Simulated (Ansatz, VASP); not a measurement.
## Two plane-wave programs on MnSi

```
CELL_PARAMETERS angstrom
4.47092 0.00000 0.00000
0.00000 4.47092 0.00000
0.00000 0.00000 4.47092
ATOMIC_POSITIONS crystal
Mn 0.13709 0.13709 0.13709
Mn 0.36291 0.86291 0.63709
Mn 0.63709 0.36291 0.86291
Mn 0.86291 0.63709 0.36291
Si 0.84537 0.84537 0.84537
Si 0.65463 0.15463 0.34537
Si 0.34537 0.65463 0.15463
Si 0.15463 0.34537 0.65463
```

Alike in both runs: functional PBEsol; k mesh 7 × 7 × 7; occupations fermi-dirac, width 0.05 eV; collinear spin.

Ansatz relaxed the structure, and its values are those at the end. VASP's run is a single point on that final structure, the one shown.

```csv
,VASP,Ansatz
version,VASP 6.6.1,Ansatz 0.2.0
potentials or method,"VASP PAW PBE potentials, release 64 (Mn_pv, Si)","plane-wave PAW, scalar-relativistic"
plane-wave cutoff (eV),520,420
valence electrons in the cell,68,76
```

```csv
,VASP,Ansatz,Ansatz less VASP
pressure (GPa),0.2,0.0,-0.19
rms of the force components (eV/Å),0.007,0.000,-0.0071
net moment per atom (μB),0.46,0.46,+0.001
size of the moment on the site where the two differ most (μB),0.96,0.91,-0.048
```

VASP's potentials were made for PBE, not for PBEsol. Site moments also hang on the region over which each program counts them. With one functional, cell and mesh, what is left measures potentials, basis and numerics. VASP's potentials hold 68 valence electrons a cell and Ansatz's 76, so a difference there can come from the potentials and not from the codes.
